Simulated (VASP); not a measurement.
Here is a VASP 6.6.1 calculation.

Contents of INCAR:

```
  PREC = Accurate
  ENCUT = 600
  EDIFF = 1E-6
  ISMEAR = -1
  SIGMA = 0.1
  LREAL = False
  LASPH = True
  NELM = 120
  ALGO = Normal
  ISIF = 2
  LWAVE = False
  LCHARG = True
  GGA = PE
  LELF = True
  LVHAR = True
  NBANDS = 26
  GGA_COMPAT = False
```

File KPOINTS:

```
regular mesh
0
Gamma
  8 8 5
```

File POSCAR:

```
ZnO
1.0
    3.3509995100      0.0000000000      0.0000000000
   -1.6754997600      2.9020507100      0.0000000000
    0.0000000000      0.0000000000      5.2260000000
Zn O
2 2
Direct
    0.3333333300      0.6666666700      0.0000000000
    0.6666666700      0.3333333300      0.5000000000
    0.3333333300      0.6666666700      0.3750000000
    0.6666666700      0.3333333300      0.8750000000
```

Potentials or basis: VASP PAW PBE potentials, release 64 (Zn, O).

The run is started by

```console
$ cat potpaw_PBE.64/Zn/POTCAR potpaw_PBE.64/O/POTCAR > POTCAR
$ mpirun -np 1 vasp_std > vasp.out
```

(1) Estimate the band gap on the k mesh.

(2) Estimate the pressure.

(3) What does it give for the largest force?

## Answers

(1) 0.71 eV.

(2) -2.6 GPa.

(3) 0.410 eV/Å.

Caveat: the stress differs along the axes, from -5 to 3 GPa; semilocal functionals underestimate gaps, and a narrow one can read as zero.
